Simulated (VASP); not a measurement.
CdSe: single point with PBE

CdSe:

```
Cd Se
1.0
     4.34072    0.00000    0.00000
    -2.17036    3.75918    0.00000
     0.00000    0.00000    7.07665
Cd Se
2 2
Direct
  0.33333 0.66667 0.99952
  0.66667 0.33333 0.49952
  0.33333 0.66667 0.37548
  0.66667 0.33333 0.87548
```

* Program: VASP 6.6.1
* Task: single point
* Functional: PBE
* Potentials or basis: VASP PAW PBE potentials, release 64 (Cd, Se)
* Cutoff: 520 eV
* k mesh: 12 × 12 × 4
* Occupations: fermi-dirac, width 0.02 eV
* Spin: no spin polarisation

The pressure is 1.7 GPa. The band gap on the k mesh is 0.61 eV.

Levels at points of the mesh, in eV from the valence-band top:
```
           k point  band 16  band 17  band 18  band 19  band 20  band 21
(0.00, 0.00, 0.00)    -0.04     0.00     0.00     0.61     2.17     5.86
(0.50, 0.00, 0.00)    -1.77    -1.27    -0.72     3.16     3.33     4.78
(0.00, 0.00, 0.50)    -0.38    -0.38    -0.38     2.32     2.32     5.82
(0.50, 0.00, 0.50)    -1.30    -1.29    -1.29     2.92     2.92     4.84
```

It took 65 s on 1 thread of Intel(R) Xeon(R) 6975P-C (Granite Rapids), with other jobs on the host, peak memory 0.3 GiB.
